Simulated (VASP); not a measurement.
A run of VASP 6.6.1:

Contents of POSCAR:

```
Sr
1.0
   -2.3846091229      2.3846091229      2.3846091229
    2.3846091229     -2.3846091229      2.3846091229
    2.3846091229      2.3846091229     -2.3846091229
Sr
1
Direct
    0.0000000000      0.0000000000      0.0000000000
```

INCAR.step1

```
SYSTEM = Sr
ALGO = Normal
EDIFF = 1E-5
ENCUT = 520
GGA = PE
ISIF = 2
ISMEAR = -1
LASPH = .TRUE.
LREAL = .FALSE.
LWAVE = .TRUE.
NBANDS = 11
NELM = 100
PREC = Accurate
SIGMA = 0.1
```

The input INCAR.step2:

```
SYSTEM = Sr
ALGO = Normal
EDIFF = 1E-6
ENCUT = 520
GGA = PE
HFSCREEN = 0.2079
ISIF = 2
ISMEAR = -1
ISTART = 1
LASPH = .TRUE.
LCHARG = .TRUE.
LELF = .TRUE.
LHFCALC = .TRUE.
LREAL = .FALSE.
LVHAR = .TRUE.
LWAVE = .FALSE.
NBANDS = 11
NELM = 100
PREC = Accurate
PRECFOCK = Normal
SIGMA = 0.1
```

KPOINTS

```
k-points
0
G
  5 5 5
  0 0 0
```

Potentials or basis: VASP PAW PBE potentials, release 64 (Sr_sv).

Launch:

```sh
$ cat potpaw_PBE.64/Sr_sv/POTCAR > POTCAR
$ cp INCAR.step1 INCAR
$ mpirun -np 1 vasp_std > vasp.out
$ cp INCAR.step2 INCAR
$ mpirun -np 1 vasp_std > vasp.out
```

Hardware: 1 thread of AMD EPYC 7R13 (shared host).

Q: Estimate the wall time of this run.

A: It took 14 min on 1 thread of AMD EPYC 7R13, with other jobs on the host, peak memory 0.25 GiB. Counts: k points 10.
